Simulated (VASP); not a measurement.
Here is a VASP 6.6.1 calculation.

INCAR

```
SYSTEM = Li3B2
  PREC = Accurate
  ENCUT = 520
  EDIFF = 1E-7
  ISMEAR = 0
  SIGMA = 0.1
  LREAL = .FALSE.
  LASPH = .TRUE.
  NELM = 60
  ALGO = Fast
  ISIF = 2
  LWAVE = .FALSE.
  LCHARG = .FALSE.
  GGA = PE
  NBANDS = 16
```

The input KPOINTS:

```
Automatic mesh
0
G
  6 6 4
  0 0 0
```

POSCAR

```
Li3B2
1.0
    2.9405010452     -0.9521159227      0.3748596090
   -1.9163348974      4.5549692006      0.7500075359
    1.5592881282      1.8793533183      6.1848914472
Li B
3 2
Direct
    0.7286200174      0.1451190818      0.3701136444
    0.6068432624      0.7336340979      0.7813689258
    0.1781117356     -0.0606318093      0.0755381301
    0.4056913066      0.4564789729      0.5590551540
    0.8539751837      0.4224829479      0.5925787876
```

Potentials or basis: VASP PAW PBE potentials, release 64 (Li_sv, B).

Command:

```bash
$ cat potpaw_PBE.64/Li_sv/POTCAR potpaw_PBE.64/B/POTCAR > POTCAR
$ mpirun -np 1 vasp_std > vasp.out
```

Question: Predict the band gap on the k mesh.

Answer: Zero (an odd number of electrons rules out a gap without spin polarisation).

Question: What does it give for the largest force?

Answer: 0.008 eV/Å.

Forces on the atoms (eV/Å):
```
Li   0.002  0.002 -0.003
Li   0.003  0.000  0.003
Li   0.006  0.001 -0.001
B   -0.004 -0.002 -0.001
B   -0.007 -0.001  0.003
```
